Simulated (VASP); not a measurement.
A run of VASP 6.6.1 is set up as follows.

Contents of INCAR:

```
PREC = Accurate ; ENCUT = 600
EDIFF = 1E-6 ; ISMEAR = 0
SIGMA = 0.1 ; LREAL = False
LASPH = True ; NELM = 80
ALGO = Normal ; ISIF = 3
LWAVE = False ; LCHARG = False
GGA = PE ; IBRION = 2
NSW = 90 ; EDIFFG = -0.04
```

File KPOINTS:

```
regular mesh
0
Gamma
  6 6 6
```

Contents of POSCAR:

```
Li3H2
1.0
    1.4522592927      0.8384622936      6.7319584885
   -1.4522592927      0.8384622936      6.7319584885
    0.0000000000     -1.6769245871      6.7319584885
Li H
3 2
Direct
    0.0000000000      0.0000000000      0.0000000000
    0.2095000000      0.2095000000      0.2095000000
    0.7905000000      0.7905000000      0.7905000000
    0.4000000000      0.4000000000      0.4000000000
    0.6000000000      0.6000000000      0.6000000000
```

Potentials or basis: VASP PAW PBE potentials, release 64 (Li_sv, H).

Run with:

```bash
$ cat potpaw_PBE.64/Li_sv/POTCAR potpaw_PBE.64/H/POTCAR > POTCAR
$ mpirun -np 1 vasp_std > vasp.out
```

Problem. Predict the band gap on the k mesh.

Solution. Zero (an odd number of electrons rules out a gap without spin polarisation).

Problem. What does it give for the relaxed cell?

Solution. a = 7.518 Å, b = 7.518 Å, c = 7.518 Å, α = 21.58°, β = 21.58°, γ = 21.58°.

Problem. Predict the space group after relaxing (to 0.1 Å).

Solution. R-3m (No. 166).

Forces on the atoms (eV/Å):
```
Li   0.000  0.000  0.000
Li   0.000  0.000  0.028
Li   0.000  0.000 -0.028
H    0.000  0.000 -0.018
H    0.000  0.000  0.018
```

Caveat: the k points lie up to 0.43 Å⁻¹ apart in the final cell, too coarse for converged energies and pressures of a metal.
